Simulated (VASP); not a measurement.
# GdO (F-43m) in VASP: a series of runs

The runs below take GdO through single point, with PBE+U.

Everything below comes from runs of VASP 6.6.1. Logs are shortened: lines on timing, memory, paths and dates and some standing lists are left out, and cuts for length are marked.

## Step 1: The cell of the first run

Symmetry: F-43m, No. 216, cubic system. Conventional cell: a = 5.400 Å, b = 5.400 Å, c = 5.400 Å, α = 90.00°, β = 90.00°, γ = 90.00°. Within 3.1 Å of Gd (site symmetry -43m) lie 4 O at 2.34 Å. Within 3.1 Å of O (site symmetry -43m) lie 4 Gd at 2.34 Å.

## Step 2: Single point, PBE+U, collinear spin, ferromagnetic start

INCAR

```
ALGO = Normal ; EDIFF = 1E-6
ENCUT = 520 ; GGA = PE
ISIF = 2 ; ISMEAR = -1
ISPIN = 2 ; LASPH = T
LCHARG = F ; LDAU = T
LDAUJ = 0 0 ; LDAUL = 3 -1
LDAUPRINT = 1 ; LDAUTYPE = 2
LDAUU = 5 0 ; LMAXMIX = 6
LORBIT = 11 ; LREAL = F
LWAVE = F ; MAGMOM = 7 0
NBANDS = 23 ; NELM = 150
PREC = Accurate ; SIGMA = 0.05
```

KPOINTS

```
k-points
0
Gamma
  9 9 9
```

POSCAR

```
GdO
1.0
    0.0000000000      2.7000000000      2.7000000000
    2.7000000000      0.0000000000      2.7000000000
    2.7000000000      2.7000000000      0.0000000000
Gd O
1 1
Direct
    0.0000000000      0.0000000000      0.0000000000
    0.7500000000      0.7500000000      0.7500000000
```

Potentials or basis: VASP PAW PBE potentials, release 64 (Gd, O).

The run is started by

```sh
> cat potpaw_PBE.64/Gd/POTCAR potpaw_PBE.64/O/POTCAR > POTCAR
> mpirun -np 1 vasp_std > vasp.out
```

OUTCAR:

```text
EDIFF = 1E-6
   ENCUT = 520
   GGA = PE
   ISIF = 2
   ISMEAR = -1
   ISPIN = 2
   LASPH = T
   LORBIT = 11
   LREAL = F
   NELM = 150
   PREC = Accurate

 ion  position               nearest neighbor table
   1  0.000  0.000  0.000-   2 2.34   2 2.34   2 2.34   2 2.34
   2  0.750  0.750  0.750-   1 2.34   1 2.34   1 2.34   1 2.34

  LATTYP: Found a face centered cubic cell.
 ALAT       =     5.4000000000

  Lattice vectors:

 A1 = (   0.0000000000,   2.7000000000,   2.7000000000)
 A2 = (   2.7000000000,   0.0000000000,   2.7000000000)
 A3 = (   2.7000000000,   2.7000000000,   0.0000000000)

Analysis of symmetry for initial positions (statically):
=====================================================================
 Subroutine PRICEL returns:
 Original cell was already a primitive cell.

 Routine SETGRP: Setting up the symmetry group for a
 face centered cubic supercell.

 Subroutine GETGRP returns: Found 24 space group operations
 (whereof 24 operations were pure point group operations)
 out of a pool of 48 trial point group operations.

The static configuration has the point symmetry T_d .

Analysis of symmetry for dynamics (positions and initial velocities):
=====================================================================
 Subroutine PRICEL returns:
 Original cell was already a primitive cell.

 Routine SETGRP: Setting up the symmetry group for a
 face centered cubic supercell.

 Subroutine GETGRP returns: Found 24 space group operations
 (whereof 24 operations were pure point group operations)
 out of a pool of 48 trial point group operations.

The dynamic configuration has the point symmetry T_d .

Analysis of structural, dynamic, and magnetic symmetry:
[... 185 lines left out ...]
  o =  0.9915  v =  0.0000  0.0000 -0.0000  0.9998 -0.0118  0.0000  0.0152  0.0000  0.0000  0.0000  0.0000  0.0000  0.0000  0.0000      0.0000  0.0000  0.0000  0.0000  0.0000  0.0000  0.0000  0.0000  0.0000  0.0000  0.0000  0.0000  0.0000  0.0000
  o =  0.9915  v = -0.7906 -0.0000 -0.6124 -0.0000 -0.0000  0.0000 -0.0000  0.0000  0.0000  0.0000  0.0000  0.0000  0.0000  0.0000      0.0000  0.0000  0.0000  0.0000  0.0000  0.0000  0.0000  0.0000  0.0000  0.0000  0.0000  0.0000  0.0000  0.0000
  o =  0.9915  v =  0.0000  0.0000 -0.0000 -0.0192 -0.6123 -0.0000  0.7904  0.0000  0.0000  0.0000  0.0000  0.0000  0.0000  0.0000      0.0000  0.0000  0.0000  0.0000  0.0000  0.0000  0.0000  0.0000  0.0000  0.0000  0.0000  0.0000  0.0000  0.0000
  o =  0.9917  v =  0.0000 -0.0000 -0.0000  0.0000 -0.0045 -1.0000 -0.0035  0.0000  0.0000  0.0000  0.0000  0.0000  0.0000  0.0000      0.0000  0.0000  0.0000  0.0000  0.0000  0.0000  0.0000  0.0000  0.0000  0.0000  0.0000  0.0000  0.0000  0.0000
  o =  0.9917  v =  0.6124 -0.0000 -0.7906 -0.0000 -0.0000  0.0000 -0.0000  0.0000  0.0000  0.0000  0.0000  0.0000  0.0000  0.0000      0.0000  0.0000  0.0000  0.0000  0.0000  0.0000  0.0000  0.0000  0.0000  0.0000  0.0000  0.0000  0.0000  0.0000
  o =  0.9917  v =  0.0000 -0.0000 -0.0000 -0.0000  0.7906 -0.0057  0.6124  0.0000  0.0000  0.0000  0.0000  0.0000  0.0000  0.0000      0.0000  0.0000  0.0000  0.0000  0.0000  0.0000  0.0000  0.0000  0.0000  0.0000  0.0000  0.0000  0.0000  0.0000
  o =  0.9979  v =  0.0000  1.0000 -0.0000 -0.0000  0.0000 -0.0000 -0.0000  0.0000  0.0000  0.0000  0.0000  0.0000  0.0000  0.0000      0.0000  0.0000  0.0000  0.0000  0.0000  0.0000  0.0000  0.0000  0.0000  0.0000  0.0000  0.0000  0.0000  0.0000

 number of electron      23.9999990 magnetization       7.9215789

 Free energy of the ion-electron system (eV)
  ---------------------------------------------------
  ext. energy  EPLUGINS =         0.00000000
  ---------------------------------------------------
  free energy    TOTEN  =       -21.73817329 eV

  energy without entropy =      -21.73275903  energy(sigma->0) =      -21.73546616

 E-fermi :   4.1242     XC(G=0): -10.0874

 val. band max:        4.0837816028   @ k =  -0.3333   0.1111   0.0000
 cond. band min:       4.1322583103   @ k =   0.4444   0.0000   0.0000
 fundamental gap:      0.0484767075
 Fermi energy:         4.1242447093

 spin component 1

 k-point     1 :       0.0000    0.0000    0.0000
  band No.  band energies     occupation
      1     -41.8558      1.00000
      2     -19.0401      1.00000
      3     -19.0401      1.00000
      4     -19.0401      1.00000
      5     -15.3386      1.00000
      6      -3.9641      1.00000
[... 1241 lines left out ...]
     22      14.7365      0.00000
     23      15.6443      0.00000

 [... further k-points ...]

------------------------ aborting loop because EDIFF is reached ----------------------------------------

  FORCE on cell =-STRESS in cart. coord.  units (eV):
  Direction    XX          YY          ZZ          XY          YZ          ZX
  --------------------------------------------------------------------------------------
  -------------------------------------------------------------------------------------
  Total       -0.0513162     -0.0513162     -0.0513162      0.0000000     -0.0000000      0.0000000
  in kB       -2.0885440     -2.0885440     -2.0885440      0.0000000     -0.0000000      0.0000000
  external PRESSURE =      -2.0885440 kB  Pullay stress =       0.0000000 kB

 VOLUME and BASIS-vectors are now :
 -----------------------------------------------------------------------------
  energy-cutoff  :      520.00
  volume of cell :       39.37
      direct lattice vectors                 reciprocal lattice vectors
     0.000000000  2.700000000  2.700000000    -0.185185185  0.185185185  0.185185185
     2.700000000  0.000000000  2.700000000     0.185185185 -0.185185185  0.185185185
     2.700000000  2.700000000  0.000000000     0.185185185  0.185185185 -0.185185185

 POSITION                                       TOTAL-FORCE (eV/Angst)
 -----------------------------------------------------------------------------------
      0.00000      0.00000      0.00000         0.000000      0.000000      0.000000
      4.05000      4.05000      4.05000        -0.000000     -0.000000     -0.000000
 -----------------------------------------------------------------------------------
    total drift:                               -0.000000     -0.000000     -0.000000

  FREE ENERGIE OF THE ION-ELECTRON SYSTEM (eV)
  ---------------------------------------------------
  free  energy   TOTEN  =       -21.7381732925 eV

  energy  without entropy=      -21.7327590252  energy(sigma->0) =      -21.73546616

 total charge

# of ion       s       p       d       f       tot
--------------------------------------------------
    1        2.035   5.641   0.511   6.974  15.161
    2        1.568   3.435   0.000   0.000   5.003
--------------------------------------------------
tot          3.603   9.076   0.511   6.974  20.164

 magnetization (x)

# of ion       s       p       d       f       tot
--------------------------------------------------
    1        0.005  -0.057   0.205   6.909   7.062
    2        0.005   0.002   0.000   0.000   0.007
--------------------------------------------------
tot          0.010  -0.055   0.205   6.909   7.070
```

OSZICAR:

```text
N       E                     dE             d eps       ncg     rms          rms(c)
DAV:   1     0.163199949835E+03    0.16320E+03   -0.85783E+03  4572   0.533E+03
DAV:   2     0.333943858242E+01   -0.15986E+03   -0.13624E+03  4605   0.488E+02
DAV:   3    -0.167131519227E+02   -0.20053E+02   -0.19686E+02  4660   0.121E+02
DAV:   4    -0.189744680038E+02   -0.22613E+01   -0.22454E+01  5985   0.262E+01
DAV:   5    -0.190360062266E+02   -0.61538E-01   -0.61502E-01  5009   0.600E+00    0.417E+01
DAV:   6    -0.223540367016E+02   -0.33180E+01   -0.19779E+01  5213   0.143E+02    0.823E+01
DAV:   7    -0.218468955449E+02    0.50714E+00   -0.27168E+00  5142   0.181E+01    0.575E+01
DAV:   8    -0.216937535264E+02    0.15314E+00   -0.66189E-01  6022   0.178E+01    0.286E+01
DAV:   9    -0.217242190867E+02   -0.30466E-01   -0.28023E-01  4916   0.118E+01    0.957E+00
DAV:  10    -0.217375285721E+02   -0.13309E-01   -0.36178E-02  5589   0.327E+00    0.304E+00
DAV:  11    -0.217375069062E+02    0.21666E-04   -0.72916E-03  5538   0.116E+00    0.192E+00
DAV:  12    -0.217382461884E+02   -0.73928E-03   -0.31227E-03  4659   0.760E-01    0.105E+00
DAV:  13    -0.217381096756E+02    0.13651E-03   -0.95135E-04  6035   0.673E-01    0.205E-01
DAV:  14    -0.217381385640E+02   -0.28888E-04   -0.11434E-04  4409   0.732E-02    0.984E-02
DAV:  15    -0.217381628336E+02   -0.24270E-04   -0.13207E-05  4820   0.524E-02    0.332E-02
DAV:  16    -0.217381720948E+02   -0.92612E-05   -0.57562E-06  3977   0.357E-02    0.220E-02
DAV:  17    -0.217381731491E+02   -0.10542E-05   -0.10090E-06  3842   0.128E-02    0.116E-02
DAV:  18    -0.217381732925E+02   -0.14340E-06   -0.35140E-07  2459   0.914E-03
   1 F= -.21738173E+02 E0= -.21735466E+02  d E =-.541427E-02  mag=     7.9216
```

stdout:

```text
POSCAR found type information on POSCAR GdO
 POSCAR found :  2 types and       2 ions
 scaLAPACK will be used
 LDA part: xc-table for (Slater+PW92), standard interpolation
 POSCAR, INCAR and KPOINTS ok, starting setup
 FFT: planning ... GRIDC
 FFT: planning ... GRID_SOFT
 FFT: planning ... GRID
 WAVECAR not read
 entering main loop
```

Run time: 40 s. Hardware: 1 thread of Intel Xeon 6975P-C (Granite Rapids), shared host; peak memory 0.21 GiB.

Results:

- Free energy: -21.7382 eV
- Pressure: -0.2 GPa
- Net moment: 7.92 μB per cell
- Site moments: Gd +7.06; O +0.01 μB
- Valence electrons inside the program's atomic spheres: Gd 15.16; O 5.00

Levels at points of the mesh, in eV from the Fermi level:
Spin up:
| k point | band 12 | band 13 | band 14 | band 15 | band 16 | band 17 | band 18 | band 19 | band 20 | band 21 |
| --- | --- | --- | --- | --- | --- | --- | --- | --- | --- | --- |
| (0.00, 0.00, 0.00) | -7.94 | -5.63 | -5.63 | -5.63 | -2.47 | 2.41 | 2.41 | 4.31 | 4.31 | 4.31 |
Spin down:
```tsv
k point	band 4	band 5	band 6	band 7	band 8	band 9	band 10	band 11	band 12	band 13
(0.00, 0.00, 0.00)	-20.76	-19.35	-5.51	-5.51	-5.51	-1.13	2.21	2.21	2.21	2.46
```

Eigenvalues of the final occupation matrices:
```
    site  spin  trace                         eigenvalues
site 1 f     1   6.95  0.99 0.99 0.99 0.99 0.99 0.99 1.00
site 1 f     2   0.03  0.00 0.00 0.00 0.00 0.00 0.00 0.01
```

Caveat: spin-orbit coupling is left out, which moves the levels of the heavy elements; a cell with one magnetic atom can't hold antiferromagnetic order, which such compounds often take. The state reached can hang on the start; a lower one may exist.

## Step 3: Single point, PBE+U, collinear spin, ferromagnetic start

INCAR

```
PREC     = Accurate       # precision mode
ENCUT    = 520            # plane-wave cutoff, eV
EDIFF    = 1E-6           # SCF threshold, eV
ISMEAR   = -1             # smearing method
SIGMA    = 0.05           # smearing width, eV
LREAL    = False          # projectors in reciprocal space
LASPH    = True           # aspherical terms in the spheres
NELM     = 150            # most SCF steps
ALGO     = Normal         # electronic algorithm
ISIF     = 2              # what is computed and relaxed
LWAVE    = False          # write WAVECAR
LCHARG   = False          # write CHGCAR
ISPIN    = 2              # spin polarisation
MAGMOM   = 7 0            # initial moments
LORBIT   = 11             # projections on sites
LMAXMIX  = 6              # l up to which the mixer works
LDAU     = True           # DFT+U
LDAUTYPE = 2            
LDAUL    = 3 -1           # shell
LDAUU    = 6 0            # U, eV
LDAUJ    = 0 0          
LDAUPRINT= 1            
GGA      = PE             # functional
NBANDS   = 23             # bands
```

KPOINTS

```
regular mesh
0
Gamma
  9 9 9
```

POSCAR is that of step 2.

Potentials or basis: VASP PAW PBE potentials, release 64 (Gd, O).

The run is started by

```sh
> cat potpaw_PBE.64/Gd/POTCAR potpaw_PBE.64/O/POTCAR > POTCAR
> mpirun -np 1 vasp_std > vasp.out
```

Wall time 38 s (1 thread of Intel Xeon 6975P-C (Granite Rapids), shared host); peak memory 0.21 GiB.

Results (log left out):

```yaml
Free_energy: -21.6968 eV
Pressure: -0.1 GPa
Net_moment: 7.93 μB per cell
Site_moments: Gd +7.07; O +0.01 μB
Valence_electrons_inside_the_program's_atomic_spheres: Gd 15.16; O 5.00
```

Levels at points of the mesh, in eV from the Fermi level:
Spin up:
```
           k point  band 14  band 15  band 16  band 17  band 18  band 19
(0.00, 0.00, 0.00)    -5.64    -5.64    -2.47     2.41     2.41     4.30
```
Spin down:
| k point | band 6 | band 7 | band 8 | band 9 | band 10 | band 11 |
| --- | --- | --- | --- | --- | --- | --- |
| (0.00, 0.00, 0.00) | -5.50 | -5.50 | -5.50 | -1.10 | 2.67 | 2.67 |

Eigenvalues of the final occupation matrices:
```csv
site,spin,trace,eigenvalues
site 1 f,1,6.95,0.99 0.99 0.99 0.99 0.99 0.99 1.00
site 1 f,2,0.03,0.00 0.00 0.00 0.00 0.00 0.00 0.01
```

Caveat: spin-orbit coupling is left out, which moves the levels of the heavy elements; a cell with one magnetic atom can't hold antiferromagnetic order, which such compounds often take.

## Step 4: Single point, PBE+U, collinear spin, ferromagnetic start

INCAR

```
PREC = Accurate
ENCUT = 520
EDIFF = 1E-6
ISMEAR = -1
SIGMA = 0.05
LREAL = F
LASPH = T
NELM = 150
ALGO = Normal
ISIF = 2
LWAVE = F
LCHARG = F
ISPIN = 2
MAGMOM = 7 0
LORBIT = 11
LMAXMIX = 6
LDAU = T
LDAUTYPE = 2
LDAUL = 3 -1
LDAUU = 8 0
LDAUJ = 0 0
LDAUPRINT = 1
GGA = PE
NBANDS = 23
```

KPOINTS

```
Automatic mesh
0
Gamma
  9 9 9
```

POSCAR is that of step 3.

The run is started by

```sh
> cat potpaw_PBE.64/Gd/POTCAR potpaw_PBE.64/O/POTCAR > POTCAR
> mpirun -np 1 vasp_std > vasp.out
```

Run time: 38 s. Hardware: 1 thread of Intel Xeon 6975P-C (Granite Rapids), shared host; peak memory 0.21 GiB.

The run converged. Its results:

| Property | Result |
| --- | --- |
| Free energy | -21.6219 eV |
| Pressure | 0.0 GPa |
| Net moment | 7.93 μB per cell |
| Site moments | Gd +7.08; O +0.00 μB |
| Valence electrons inside the program's atomic spheres | Gd 15.16; O 5.00 |

Levels at points of the mesh, in eV from the Fermi level:
Spin up:
| k point | band 14 | band 15 | band 16 | band 17 | band 18 | band 19 |
| --- | --- | --- | --- | --- | --- | --- |
| (0.00, 0.00, 0.00) | -5.65 | -5.65 | -2.49 | 2.43 | 2.43 | 4.30 |
Spin down:
```csv
k point,band 5,band 6,band 7,band 8,band 9,band 10,band 11,band 12
"(0.00, 0.00, 0.00)",-19.32,-5.48,-5.48,-5.48,-1.06,3.54,3.54,3.57
```

Eigenvalues of the final occupation matrices:
```tsv
site	spin	trace	eigenvalues
site 1 f	1	6.95	0.99 0.99 0.99 0.99 0.99 0.99 1.00
site 1 f	2	0.03	0.00 0.00 0.00 0.00 0.00 0.00 0.01
```

Caveat: spin-orbit coupling is left out, which moves the levels of the heavy elements; a cell with one magnetic atom can't hold antiferromagnetic order, which such compounds often take.

## Step 5: The runs side by side

| U | gap on the mesh (eV) | pressure (GPa) | moment (μB) |
| --- | --- | --- | --- |
| Gd f U = 5.0 eV | none | -0.2 | 7.92 |
| Gd f U = 6.0 eV | none | -0.1 | 7.93 |
| Gd f U = 8.0 eV | none | 0.0 | 7.93 |

Alike in all rows: task single point; level PBE+U; potentials or basis VASP PAW PBE potentials, release 64 (Gd, O); spin collinear, ferromagnetic start; cell as given; k mesh 9 × 9 × 9; cutoff (eV) 520; smearing fermi-dirac 0.05 eV.

Caveats: spin-orbit coupling is left out, which moves the levels of the heavy elements; a cell with one magnetic atom can't hold antiferromagnetic order, which such compounds often take.

Total energies depend on the potentials used, so only differences within one code and one set of settings carry meaning.
